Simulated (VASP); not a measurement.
# Fe2O3 (R-3c) in VASP: single point with PBE+U

Aim: the single point of Fe2O3 with PBE+U.

All numbers are computed with VASP 6.6.1; they aren't measurements. Logs are shortened: lines on timing, memory, paths and dates and some standing lists are left out, and cuts for length are marked.

## (1) The cell of the first run

It takes space group R-3c (No. 167, trigonal). Conventional cell: a = 5.030 Å, b = 5.030 Å, c = 13.750 Å, α = 90.00°, β = 90.00°, γ = 120.00°. Within 2.4 Å of O (site symmetry 2) lie 4 Fe at 1.85 to 2.28 Å. Within 2.4 Å of Fe (site symmetry 3) lie 6 O at 1.85 to 2.28 Å.

## (2) Single point, PBE+U, collinear spin, ferromagnetic start

INCAR

```
ALGO = Normal
EDIFF = 1E-7
ENCUT = 520
GGA = PE
ISIF = 2
ISMEAR = -1
ISPIN = 2
LASPH = T
LCHARG = F
LDAU = T
LDAUJ = 0 0
LDAUL = -1 2
LDAUPRINT = 1
LDAUTYPE = 2
LDAUU = 0 3.6
LMAXMIX = 4
LORBIT = 11
LREAL = F
LWAVE = F
MAGMOM = 0 0 0 0 0 0 4 4 4 4
NBANDS = 49
NELM = 150
PREC = Accurate
SIGMA = 0.05
```

KPOINTS

```
k-points
0
Gamma
  4 4 4
```

POSCAR

```
Fe2O3
1.0
    2.5150004800      1.4520362000      4.5833300000
   -2.5150004800      1.4520362000      4.5833300000
    0.0000000000     -2.9040724100      4.5833300000
O Fe
6 4
Direct
    0.7500000000      0.1060000000      0.3940000000
    0.3940000000      0.7500000000      0.1060000000
    0.1060000000      0.3940000000      0.7500000000
    0.2500000000      0.8940000000      0.6060000000
    0.6060000000      0.2500000000      0.8940000000
    0.8940000000      0.6060000000      0.2500000000
    0.8527000000      0.8527000000      0.8527000000
    0.6473000000      0.6473000000      0.6473000000
    0.1473000000      0.1473000000      0.1473000000
    0.3527000000      0.3527000000      0.3527000000
```

Potentials or basis: VASP PAW PBE potentials, release 64 (O, Fe).

The run is started by

```sh
> cat potpaw_PBE.64/O/POTCAR potpaw_PBE.64/Fe/POTCAR > POTCAR
> mpirun -np 1 vasp_std > vasp.out
```

OUTCAR:

```text
EDIFF = 1E-7
   ENCUT = 520
   GGA = PE
   ISIF = 2
   ISMEAR = -1
   ISPIN = 2
   LASPH = T
   LORBIT = 11
   LREAL = F
   NELM = 150
   PREC = Accurate

 ion  position               nearest neighbor table
   1  0.750  0.106  0.394-   9 1.85  10 1.85   8 2.28   7 2.28
   2  0.394  0.750  0.106-  10 1.85   9 1.85   7 2.28   8 2.28
   3  0.106  0.394  0.750-   9 1.85  10 1.85   7 2.28   8 2.28
   4  0.250  0.894  0.606-   7 1.85   8 1.85  10 2.28   9 2.28
   5  0.606  0.250  0.894-   8 1.85   7 1.85   9 2.28  10 2.28
   6  0.894  0.606  0.250-   7 1.85   8 1.85   9 2.28  10 2.28
   7  0.853  0.853  0.853-   4 1.85   6 1.85   5 1.85   2 2.28   3 2.28   1 2.28   8 2.82   9 2.95
                             9 2.95   9 2.95
   8  0.647  0.647  0.647-   5 1.85   6 1.85   4 1.85   1 2.28   3 2.28   2 2.28   7 2.82  10 2.95
                            10 2.95  10 2.95
   9  0.147  0.147  0.147-   1 1.85   3 1.85   2 1.85   5 2.28   6 2.28   4 2.28  10 2.82   7 2.95
                             7 2.95   7 2.95
  10  0.353  0.353  0.353-   2 1.85   3 1.85   1 1.85   4 2.28   6 2.28   5 2.28   9 2.82   8 2.95
                             8 2.95   8 2.95

  LATTYP: Found a trigonal (rhomboedric) cell.
 ALAT       =     5.4259147090
 COS(alpha) =     0.5703050850

  Lattice vectors:

 A1 = (   2.5150004800,   1.4520362000,   4.5833300000)
 A2 = (  -2.5150004800,   1.4520362000,   4.5833300000)
 A3 = (   0.0000000000,  -2.9040724100,   4.5833300000)

Analysis of symmetry for initial positions (statically):
=====================================================================
 Subroutine PRICEL returns:
 Original cell was already a primitive cell.

 Routine SETGRP: Setting up the symmetry group for a
 trigonal (rhombohedral) supercell.

 Subroutine GETGRP returns: Found 12 space group operations
 (whereof  6 operations were pure point group operations)
 out of a pool of 12 trial point group operations.

The static configuration has the point symmetry S_6 .
 The point group associated with its full space group is D_3d.

Analysis of symmetry for dynamics (positions and initial velocities):
=====================================================================
 Subroutine PRICEL returns:
 Original cell was already a primitive cell.

 Routine SETGRP: Setting up the symmetry group for a
 trigonal (rhombohedral) supercell.

 Subroutine GETGRP returns: Found 12 space group operations
 (whereof  6 operations were pure point group operations)
 out of a pool of 12 trial point group operations.

The dynamic configuration has the point symmetry S_6 .
 The point group associated with its full space group is D_3d.

Analysis of structural, dynamic, and magnetic symmetry:
=====================================================================
 Subroutine PRICEL returns:
 Original cell was already a primitive cell.

 Routine SETGRP: Setting up the symmetry group for a
 trigonal (rhombohedral) supercell.

 Subroutine GETGRP returns: Found 12 space group operations
 (whereof  6 operations were pure point group operations)
 out of a pool of 12 trial point group operations.

The overall configuration has the point symmetry S_6 .
 The point group associated with its full space group is D_3d.

 Subroutine INISYM returns: Found 12 space group operations
 (whereof  6 operations are pure point group operations),
 and found     1 'primitive' translations

----------------------------------------------------------------------------------------

                                     Primitive cell

[... 116 lines left out ...]
  Fermi-wavevector in a.u.,A,eV,Ry     =   1.437568  2.716610 28.117838  2.066603
  Thomas-Fermi vector in A             =   2.556632
   LORBIT       =     11    0 simple, 1 ext, 2 COOP (PROOUT), +10 PAW based schemes
 LDA+U is selected, type is set to LDAUTYPE =  2
   angular momentum for each species LDAUL =    -1    2
   U (eV)           for each species LDAUU =   0.0  3.6
   J (eV)           for each species LDAUJ =   0.0  0.0
   GGA     = PE    functional components
   LHFCALC =     F    Hartree Fock is set to
   AEXX    =    0.0000 exact exchange contribution
   IVDW    =     0    specifies the selected vdW correction
   LEPSILON=     F    determine dielectric tensor
   LRPA    =     F    only Hartree local field effects (RPA)
 spin polarized calculation
  energy-cutoff  :      520.00
  volume of cell :      100.43
 maximum number of plane-waves:      2742
   NGX = 21   NGY = 21   NGZ = 21

atom =   7  type =  2  l = 2

 onsite density matrix

spin component  1
[... 116 lines left out ...]
  o =  0.0953  v =  0.0000  0.0000  0.0000  0.0000  0.0000 -0.5812 -0.5228  0.0000 -0.3265  0.5313      0.0000  0.0000  0.0000  0.0000  0.0000  0.0000  0.0000  0.0000  0.0000  0.0000
  o =  0.0953  v =  0.0000  0.0000  0.0000  0.0000  0.0000  0.5313  0.3265  0.0000 -0.5228  0.5812      0.0000  0.0000  0.0000  0.0000  0.0000  0.0000  0.0000  0.0000  0.0000  0.0000
  o =  0.1195  v =  0.0000  0.0000  0.0000  0.0000  0.0000 -0.0000 -0.0000  1.0000  0.0000 -0.0000      0.0000  0.0000  0.0000  0.0000  0.0000  0.0000  0.0000  0.0000  0.0000  0.0000
  o =  0.2839  v =  0.0000  0.0000  0.0000  0.0000  0.0000 -0.5545  0.6343  0.0000 -0.4667 -0.2691      0.0000  0.0000  0.0000  0.0000  0.0000  0.0000  0.0000  0.0000  0.0000  0.0000
  o =  0.2839  v =  0.0000  0.0000  0.0000  0.0000  0.0000  0.2691 -0.4667  0.0000 -0.6343 -0.5545      0.0000  0.0000  0.0000  0.0000  0.0000  0.0000  0.0000  0.0000  0.0000  0.0000
  o =  0.9830  v =  0.0000  0.0000  1.0000 -0.0000  0.0000  0.0000  0.0000  0.0000  0.0000  0.0000      0.0000  0.0000  0.0000  0.0000  0.0000  0.0000  0.0000  0.0000  0.0000  0.0000
  o =  0.9846  v = -0.5769 -0.5640 -0.0000 -0.3626  0.4665  0.0000  0.0000  0.0000  0.0000  0.0000      0.0000  0.0000  0.0000  0.0000  0.0000  0.0000  0.0000  0.0000  0.0000  0.0000
  o =  0.9846  v =  0.4665  0.3626 -0.0000 -0.5640  0.5769  0.0000  0.0000  0.0000  0.0000  0.0000      0.0000  0.0000  0.0000  0.0000  0.0000  0.0000  0.0000  0.0000  0.0000  0.0000
  o =  1.0559  v = -0.5807  0.5984 -0.0000 -0.4385 -0.3353  0.0000  0.0000  0.0000  0.0000  0.0000      0.0000  0.0000  0.0000  0.0000  0.0000  0.0000  0.0000  0.0000  0.0000  0.0000
  o =  1.0559  v =  0.3353 -0.4385  0.0000 -0.5984 -0.5807  0.0000  0.0000  0.0000  0.0000  0.0000      0.0000  0.0000  0.0000  0.0000  0.0000  0.0000  0.0000  0.0000  0.0000  0.0000

 number of electron      68.0000006 magnetization      19.9992069

 Free energy of the ion-electron system (eV)
  ---------------------------------------------------
  ext. energy  EPLUGINS =         0.00000000
  ---------------------------------------------------
  free energy    TOTEN  =       -65.52152469 eV

  energy without entropy =      -65.52120127  energy(sigma->0) =      -65.52136298

 E-fermi :   4.3789     XC(G=0): -11.6188

 val. band max:        4.1252001850   @ k =   0.0000   0.0000   0.0000
 cond. band min:       4.6703635779   @ k =   0.5000   0.5000  -0.0000
 fundamental gap:      0.5451633928
 Fermi energy:         4.3789401364

 spin component 1

 k-point     1 :       0.0000    0.0000    0.0000
  band No.  band energies     occupation
      1     -15.3823      1.00000
      2     -14.1705      1.00000
      3     -14.1705      1.00000
      4     -13.8523      1.00000
      5     -13.8523      1.00000
      6     -13.8416      1.00000
[... 626 lines left out ...]
     45      10.1479      0.00000
     46      10.1479      0.00000
 Fermi energy:         4.3789401364

 spin component 2

 k-point     1 :       0.0000    0.0000    0.0000
  band No.  band energies     occupation
      1     -14.6296      1.00000
      2     -13.1066      1.00000
      3     -13.1066      1.00000
      4     -13.0453      1.00000
      5     -12.9031      1.00000
      6     -12.9031      1.00000
[... 626 lines left out ...]
     45      11.5252      0.00000
     46      11.5252      0.00000
 [bands above 46 left out]

------------------------ aborting loop because EDIFF is reached ----------------------------------------

  FORCE on cell =-STRESS in cart. coord.  units (eV):
  Direction    XX          YY          ZZ          XY          YZ          ZX
  --------------------------------------------------------------------------------------
  -------------------------------------------------------------------------------------
  Total       12.5629664     12.5629664     10.4192537      0.0000000     -0.0000000     -0.0000000
  in kB      200.4263821    200.4263818    166.2261322      0.0000000     -0.0000001     -0.0000000
  external PRESSURE =     189.0262987 kB  Pullay stress =       0.0000000 kB

 VOLUME and BASIS-vectors are now :
 -----------------------------------------------------------------------------
  energy-cutoff  :      520.00
  volume of cell :      100.43
      direct lattice vectors                 reciprocal lattice vectors
     2.515000480  1.452036200  4.583330000     0.198807119  0.114781344  0.072727326
    -2.515000480  1.452036200  4.583330000    -0.198807119  0.114781344  0.072727326
     0.000000000 -2.904072410  4.583330000     0.000000000 -0.229562688  0.072727325

 POSITION                                       TOTAL-FORCE (eV/Angst)
 -----------------------------------------------------------------------------------
      1.61966      0.09874      5.72916         1.349417     -2.337259      0.000000
     -0.89534      1.35330      5.72916         1.349417      2.337259      0.000000
     -0.72432     -1.45204      5.72916        -2.698834     -0.000000      0.000000
     -1.61966     -0.09874      8.02083        -1.349417      2.337259      0.000000
      0.89534     -1.35330      8.02083        -1.349417     -2.337259      0.000000
      0.72432      1.45204      8.02083         2.698834     -0.000000      0.000000
      0.00000     -0.00000     11.72462        -0.000000      0.000000     -1.032833
      0.00000     -0.00000      8.90037        -0.000000     -0.000000      1.032833
      0.00000     -0.00000      2.02537        -0.000000     -0.000000      1.032833
      0.00000     -0.00000      4.84962        -0.000000      0.000000     -1.032833
 -----------------------------------------------------------------------------------
    total drift:                               -0.000000      0.000000     -0.000000

  FREE ENERGIE OF THE ION-ELECTRON SYSTEM (eV)
  ---------------------------------------------------
  free  energy   TOTEN  =       -65.5215246898 eV

  energy  without entropy=      -65.5212012664  energy(sigma->0) =      -65.52136298

 total charge

# of ion       s       p       d       tot
------------------------------------------
    1        1.564   3.495   0.000   5.059
    2        1.564   3.495   0.000   5.059
    3        1.564   3.495   0.000   5.059
    4        1.564   3.495   0.000   5.059
    5        1.564   3.495   0.000   5.059
    6        1.564   3.495   0.000   5.059
    7        0.413   0.608   5.911   6.932
    8        0.413   0.608   5.911   6.932
    9        0.413   0.608   5.911   6.932
   10        0.413   0.608   5.911   6.932
--------------------------------------------------
tot         11.036  23.401  23.645  58.082

 magnetization (x)

# of ion       s       p       d       tot
------------------------------------------
    1        0.024   0.382   0.000   0.405
    2        0.024   0.382   0.000   0.405
    3        0.024   0.382   0.000   0.405
    4        0.024   0.382   0.000   0.405
    5        0.024   0.382   0.000   0.405
    6        0.024   0.382   0.000   0.405
    7        0.029   0.064   4.180   4.272
    8        0.029   0.064   4.180   4.272
    9        0.029   0.064   4.180   4.272
   10        0.029   0.064   4.180   4.272
--------------------------------------------------
tot          0.256   2.545  16.719  19.521
```

Wall time 6.2 min (1 thread of Intel Xeon 8259CL, shared host); peak memory 0.33 GiB.

What came out:

| Quantity | Value |
| --- | --- |
| Free energy | -65.5215 eV |
| Pressure | 18.9 GPa |
| Largest force | 2.699 eV/Å |
| Band gap on the k mesh | 0.55 eV (least direct gap 0.57 eV) |
| Net moment | 20.00 μB per cell |
| Site moments | O +0.41; Fe +4.27 μB |
| Valence electrons inside the program's atomic spheres | O 5.06; Fe 6.93 |

Forces on the atoms (eV/Å):
```
O    1.349 -2.337  0.000
O    1.349  2.337  0.000
O   -2.699  0.000  0.000
O   -1.349  2.337  0.000
O   -1.349 -2.337  0.000
O    2.699  0.000  0.000
Fe   0.000  0.000 -1.033
Fe   0.000  0.000  1.033
Fe   0.000  0.000  1.033
Fe   0.000  0.000 -1.033
```

Stress tensor (GPa, compression positive):
```
20.04  0.00  0.00
 0.00 20.04  0.00
 0.00  0.00 16.62
```

Eigenvalues of the final occupation matrices:
```tsv
site	spin	trace	eigenvalues
site 7 d	1	5.06	0.98 0.98 0.98 1.06 1.06
site 7 d	2	0.88	0.10 0.10 0.12 0.28 0.28
site 8 d	1	5.06	0.98 0.98 0.98 1.06 1.06
site 8 d	2	0.88	0.10 0.10 0.12 0.28 0.28
site 9 d	1	5.06	0.98 0.98 0.98 1.06 1.06
site 9 d	2	0.88	0.10 0.10 0.12 0.28 0.28
site 10 d	1	5.06	0.98 0.98 0.98 1.06 1.06
site 10 d	2	0.88	0.10 0.10 0.12 0.28 0.28
```

Caveat: the cell stands under pressure; only a ferromagnetic start was run, and an antiferromagnetic order may lie lower in energy; forces of over 1 eV/Å act on the atoms, so gaps and moduli don't describe the material at rest. A k mesh can miss the band edges.
